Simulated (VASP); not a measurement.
Here is a VASP 6.6.1 calculation.

INCAR

```
SYSTEM = WSe2
PREC     = Accurate       ! precision mode
ENCUT    = 520            ! plane-wave cutoff, eV
EDIFF    = 1E-6           ! SCF threshold, eV
ISMEAR   = 0              ! smearing method
SIGMA    = 0.02           ! smearing width, eV
LREAL    = .FALSE.        ! projectors in reciprocal space
LASPH    = .TRUE.         ! aspherical terms in the spheres
NELM     = 80             ! most SCF steps
ALGO     = Normal         ! electronic algorithm
ISIF     = 2              ! what is computed and relaxed
LWAVE    = .FALSE.        ! write WAVECAR
LCHARG   = .TRUE.         ! write CHGCAR
GGA      = PS             ! functional
IVDW     = 12             ! dispersion correction
LELF     = .TRUE.         ! ELF
LVHAR    = .TRUE.       
NBANDS   = 20             ! bands
```

Contents of KPOINTS:

```
Automatic mesh
0
G
  12 12 4
  0 0 0
```

The input POSCAR:

```
WSe2
1.0
    3.1370523701      0.0000000000      0.0000000000
   -1.5685261851      2.7167670455      0.0000000000
    0.0000000000      0.0000000000      6.4939289750
W Se
1 2
Direct
    0.0000000000      0.0000000000      0.0000000000
    0.3333333333      0.6666666667      0.2610426457
    0.3333333333      0.6666666667      0.7389573543
```

Potentials or basis: VASP PAW PBE potentials, release 64 (W_sv, Se).

Launch:

```sh
$ cat potpaw_PBE.64/W_sv/POTCAR potpaw_PBE.64/Se/POTCAR > POTCAR
$ mpirun -np 1 vasp_std > vasp.out
```

Estimate the largest force.

0.076 eV/Å.

Predict the band gap on the k mesh.

0.81 eV, indirect (least direct gap 1.47 eV).

Forces in eV/Å, atoms in the order of the input:
```
W    0.000  0.000  0.000
Se   0.000  0.000  0.076
Se   0.000  0.000 -0.076
```

Caveat: the PAW data sets were made with another functional, which shifts forces and pressure a little; spin-orbit coupling is left out, which moves the levels of the heavy elements. A k mesh can miss the band edges.
